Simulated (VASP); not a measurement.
# CoC (rocksalt type) (Fm-3m) in VASP: further runs, part 2 of 2

VASP 6.6.1.

### Step 3. Single point, PBE, collinear spin, ferromagnetic start (4.81 Å³/atom)

This run uses another cell than the first one, of 4.81 Å³/atom.

INCAR

```
ALGO     = Normal         # electronic algorithm
EDIFF    = 1E-6           # SCF threshold, eV
ENCUT    = 520            # plane-wave cutoff, eV
GGA      = PE             # functional
ISIF     = 2              # what is computed and relaxed
ISMEAR   = -1             # smearing method
ISPIN    = 2              # spin polarisation
LASPH    = True           # aspherical terms in the spheres
LCHARG   = False          # write CHGCAR
LMAXMIX  = 4              # l up to which the mixer works
LORBIT   = 11             # projections on sites
LREAL    = False          # projectors in reciprocal space
LWAVE    = False          # write WAVECAR
MAGMOM   = 1.7 0          # initial moments
NBANDS   = 18             # bands
NELM     = 150            # most SCF steps
PREC     = Accurate       # precision mode
SIGMA    = 0.05           # smearing width, eV
```

KPOINTS

```
k-points
0
Gamma
  17 17 17
```

POSCAR

```
CoC
1.0
    0.0000000000      1.6883272417      1.6883272417
    1.6883272417      0.0000000000      1.6883272417
    1.6883272417      1.6883272417      0.0000000000
Co C
1 1
Direct
    0.0000000000      0.0000000000      0.0000000000
    0.5000000000      0.5000000000      0.5000000000
```

Potentials or basis: VASP PAW PBE potentials, release 64 (Co, C).

Launch:

```
> cat potpaw_PBE.64/Co/POTCAR potpaw_PBE.64/C/POTCAR > POTCAR
> mpirun -np 1 vasp_std > vasp.out
```

OUTCAR:

```text
EDIFF = 1E-6
   ENCUT = 520
   GGA = PE
   ISIF = 2
   ISMEAR = -1
   ISPIN = 2
   LASPH = True
   LORBIT = 11
   LREAL = False
   NELM = 150
   PREC = Accurate

 ion  position               nearest neighbor table
   1  0.000  0.000  0.000-   2 1.69   2 1.69   2 1.69   2 1.69   2 1.69   2 1.69
   2  0.500  0.500  0.500-   1 1.69   1 1.69   1 1.69   1 1.69   1 1.69   1 1.69

  LATTYP: Found a face centered cubic cell.
 ALAT       =     3.3766544834

  Lattice vectors:

 A1 = (   0.0000000000,   1.6883272417,   1.6883272417)
 A2 = (   1.6883272417,   0.0000000000,   1.6883272417)
 A3 = (   1.6883272417,   1.6883272417,   0.0000000000)

Analysis of symmetry for initial positions (statically):
=====================================================================
 Subroutine PRICEL returns:
 Original cell was already a primitive cell.

 Routine SETGRP: Setting up the symmetry group for a
 face centered cubic supercell.

 Subroutine GETGRP returns: Found 48 space group operations
 (whereof 48 operations were pure point group operations)
 out of a pool of 48 trial point group operations.

The static configuration has the point symmetry O_h .

Analysis of symmetry for dynamics (positions and initial velocities):
=====================================================================
 Subroutine PRICEL returns:
 Original cell was already a primitive cell.

 Routine SETGRP: Setting up the symmetry group for a
 face centered cubic supercell.

 Subroutine GETGRP returns: Found 48 space group operations
 (whereof 48 operations were pure point group operations)
 out of a pool of 48 trial point group operations.

The dynamic configuration has the point symmetry O_h .

Analysis of structural, dynamic, and magnetic symmetry:
=====================================================================
 Subroutine PRICEL returns:
 Original cell was already a primitive cell.

 Routine SETGRP: Setting up the symmetry group for a
 face centered cubic supercell.

 Subroutine GETGRP returns: Found 48 space group operations
 (whereof 48 operations were pure point group operations)
 out of a pool of 48 trial point group operations.

The overall configuration has the point symmetry O_h .

 Subroutine INISYM returns: Found 48 space group operations
 (whereof 48 operations are pure point group operations),
 and found     1 'primitive' translations

----------------------------------------------------------------------------------------

                                     Primitive cell

  volume of cell :       9.6250

  direct lattice vectors                    reciprocal lattice vectors
     0.000000000  1.688327242  1.688327242    -0.296151118  0.296151118  0.296151118
     1.688327242  0.000000000  1.688327242     0.296151118 -0.296151118  0.296151118
     1.688327242  1.688327242  0.000000000     0.296151118  0.296151118 -0.296151118

  length of vectors
     2.387655283  2.387655283  2.387655283     0.512948783  0.512948783  0.512948783

  position of ions in fractional coordinates (direct lattice)
     0.000000000  0.000000000  0.000000000
     0.500000000  0.500000000  0.500000000

[... 66 lines left out ...]
 SYSTEM =  unknown system
   PREC   = accura    normal or accurate (medium, high low for compatibility)
   ISTART =      0    job   : 0-new  1-cont  2-samecut
   ICHARG =      2    charge: 1-file 2-atom 10-const
   ISPIN  =      2    spin polarized calculation?
   LNONCOLLINEAR =      F non collinear calculations
   LSORBIT =      F    spin-orbit coupling
   LASPH  =      T    aspherical Exc in radial PAW
   ENCUT  =  520.0 eV  38.22 Ry    6.18 a.u.   4.44  4.44  4.44*2*pi/ulx,y,z
   NELM   =    150;   NELMIN=  2; NELMDL= -5     # of ELM steps
   EDIFF  = 0.1E-05   stopping-criterion for ELM
   LREAL  =      F    real-space projection
   EDIFFG = 0.1E-04   stopping-criterion for IOM
   NSW    =      0    number of steps for IOM
   IBRION =     -1    ionic relax: 0-MD 1-quasi-New 2-CG
   NFREE  =      0    steps in history (QN), initial steepest desc. (CG)
   ISIF   =      2    stress and relaxation
   ISYM   =      2    0-nonsym 1-usesym 2-fastsym
   POTIM  = 0.5000    time-step for ionic-motion
   TEBEG  =    0.0;   TEEND  =   0.0 temperature during run
   PSTRESS=    0.0 pullay stress
   NELECT =      13.0000    total number of electrons
   NUPDOWN=      -1.0000    fix difference up-down
   EMIN   =  10.00;   EMAX   =-10.00  energy-range for DOS
   EFERMI =   0.00;   METHOD = LEGACY
   ISMEAR =    -1;   SIGMA  =   0.05  broadening in eV -4-tet -1-fermi 0-gaus
   EFERMI_NEDOS =   21; number of points for ismear=-14 and -15
   IALGO  =     38    algorithm
   IMIX   =      4    mixing-type and parameters
     AMIX     =   0.40;   BMIX     =  1.00
     AMIX_MAG =   1.60;   BMIX_MAG =  1.00
  volume/ion in A,a.u.               =       4.81        32.48
  Fermi-wavevector in a.u.,A,eV,Ry     =   1.809628  3.419701 44.555729  3.274754
  Thomas-Fermi vector in A             =   2.868458
   LORBIT       =     11    0 simple, 1 ext, 2 COOP (PROOUT), +10 PAW based schemes
   GGA     = PE    functional components
   LHFCALC =     F    Hartree Fock is set to
   AEXX    =    0.0000 exact exchange contribution
   IVDW    =     0    specifies the selected vdW correction
   LEPSILON=     F    determine dielectric tensor
   LRPA    =     F    only Hartree local field effects (RPA)
 spin polarized calculation
  energy-cutoff  :      520.00
  volume of cell :        9.62
 maximum number of plane-waves:       273
 NGX is ok and might be reduce to    18
   NGX =  9   NGY =  9   NGZ =  9

 number of electron      13.0000007 magnetization       0.0004691

 number of electron      13.0000007 magnetization      -0.0004985

 Free energy of the ion-electron system (eV)
  ---------------------------------------------------
  ext. energy  EPLUGINS =         0.00000000
  ---------------------------------------------------
  free energy    TOTEN  =        -8.52204842 eV

  energy without entropy =       -8.51234325  energy(sigma->0) =       -8.51719584

 E-fermi :  21.5805     XC(G=0): -16.7837

 val. band max:       21.5619817335   @ k =  -0.4706   0.1176   0.0000
 cond. band min:      21.5828124533   @ k =  -0.4706   0.2353   0.1176
 fundamental gap:      0.0208307198
 Fermi energy:        21.5804854627

 spin component 1

 k-point     1 :       0.0000    0.0000    0.0000
  band No.  band energies     occupation
      1      -0.1023      1.00000
      2      15.9109      1.00000
      3      15.9109      1.00000
      4      15.9109      1.00000
      5      17.1654      1.00000
      6      17.1654      1.00000
[... 493 lines left out ...]
     17      57.3695      0.00000
     18      61.4687      0.00000

 [... further k-points ...]

 spin component 2

 k-point     1 :       0.0000    0.0000    0.0000
  band No.  band energies     occupation
      1      -0.1024      1.00000
      2      15.9106      1.00000
      3      15.9106      1.00000
      4      15.9106      1.00000
      5      17.1651      1.00000
      6      17.1651      1.00000
[... 493 lines left out ...]
     17      57.3688      0.00000
     18      61.4685      0.00000

 [... further k-points ...]

------------------------ aborting loop because EDIFF is reached ----------------------------------------

  FORCE on cell =-STRESS in cart. coord.  units (eV):
  Direction    XX          YY          ZZ          XY          YZ          ZX
  --------------------------------------------------------------------------------------
  -------------------------------------------------------------------------------------
  Total       29.1371212     29.1371212     29.1371212      0.0000000     -0.0000000      0.0000000
  in kB     4850.1742688   4850.1742688   4850.1742688      0.0000000     -0.0000000      0.0000000
  external PRESSURE =    4850.1742688 kB  Pullay stress =       0.0000000 kB

 VOLUME and BASIS-vectors are now :
 -----------------------------------------------------------------------------
  energy-cutoff  :      520.00
  volume of cell :        9.62
      direct lattice vectors                 reciprocal lattice vectors
     0.000000000  1.688327242  1.688327242    -0.296151118  0.296151118  0.296151118
     1.688327242  0.000000000  1.688327242     0.296151118 -0.296151118  0.296151118
     1.688327242  1.688327242  0.000000000     0.296151118  0.296151118 -0.296151118

 POSITION                                       TOTAL-FORCE (eV/Angst)
 -----------------------------------------------------------------------------------
      0.00000      0.00000      0.00000         0.000000      0.000000      0.000000
      1.68833      1.68833      1.68833        -0.000000     -0.000000     -0.000000
 -----------------------------------------------------------------------------------
    total drift:                               -0.000000      0.000000      0.000000

  FREE ENERGIE OF THE ION-ELECTRON SYSTEM (eV)
  ---------------------------------------------------
  free  energy   TOTEN  =        -8.5220484175 eV

  energy  without entropy=       -8.5123432538  energy(sigma->0) =       -8.51719584

 total charge

# of ion       s       p       d       tot
------------------------------------------
    1        0.799   1.609   8.512  10.921
    2        0.971   1.927   0.000   2.898
--------------------------------------------------
tot          1.770   3.535   8.512  13.818

 magnetization (x)

# of ion       s       p       d       tot
------------------------------------------
    1       -0.000  -0.000  -0.000  -0.000
    2        0.000  -0.000   0.000  -0.000
--------------------------------------------------
tot         -0.000  -0.000  -0.000  -0.000
```

Wall time 2.1 min (1 thread of Intel Xeon 8259CL, shared host); peak memory 0.17 GiB.

What came out:

| Property | Result |
| --- | --- |
| Free energy | -8.5220 eV |
| Pressure | 485.0 GPa |
| Net moment | 0.00 μB per cell |

Caveat: the cell stands under pressure; the moments typed at the start vanished in this run.

### Step 4. Single point, PBE, collinear spin, ferromagnetic start (5.45 Å³/atom)

This run uses another cell than the first one, of 5.45 Å³/atom.

INCAR

```
SYSTEM = CoC
PREC = Accurate
ENCUT = 520
EDIFF = 1E-7
ISMEAR = -1
SIGMA = 0.05
LREAL = .FALSE.
LASPH = .TRUE.
NELM = 150
ALGO = Normal
ISIF = 2
LWAVE = .FALSE.
LCHARG = .FALSE.
ISPIN = 2
MAGMOM = 1.7 0
LORBIT = 11
LMAXMIX = 4
GGA = PE
NBANDS = 18
```

KPOINTS

```
Automatic mesh
0
G
  17 17 17
  0 0 0
```

POSCAR

```
CoC
1.0
    0.0000000000      1.7602560626      1.7602560626
    1.7602560626      0.0000000000      1.7602560626
    1.7602560626      1.7602560626      0.0000000000
Co C
1 1
Direct
    0.0000000000      0.0000000000      0.0000000000
    0.5000000000      0.5000000000      0.5000000000
```

Launch:

```
> cat potpaw_PBE.64/Co/POTCAR potpaw_PBE.64/C/POTCAR > POTCAR
> mpirun -np 1 vasp_std > vasp.out
```

Wall time 2.7 min (1 thread of Intel Xeon 8259CL, shared host); peak memory 0.18 GiB.

Results (log left out):

```yaml
Free_energy: -11.5113 eV
Pressure: 279.2 GPa
Net_moment: 0.00 μB per cell
Valence_electrons_inside_the_program's_atomic_spheres: Co 10.17; C 2.72
```

Levels at points of the mesh, in eV from the Fermi level:
Spin up:
| k point | band 2 | band 3 | band 4 | band 5 | band 6 | band 7 | band 8 | band 9 | band 10 | band 11 |
| --- | --- | --- | --- | --- | --- | --- | --- | --- | --- | --- |
| (0.00, 0.00, 0.00) | -4.65 | -4.65 | -4.65 | -3.67 | -3.67 | 0.84 | 0.84 | 0.84 | 17.73 | 19.63 |
Spin down:
```
           k point  band 2  band 3  band 4  band 5  band 6  band 7  band 8  band 9  band 10  band 11
(0.00, 0.00, 0.00)   -4.65   -4.65   -4.65   -3.67   -3.67    0.84    0.84    0.84    17.73    19.63
```

Caveat: the cell stands under pressure; the moments typed at the start vanished in this run.
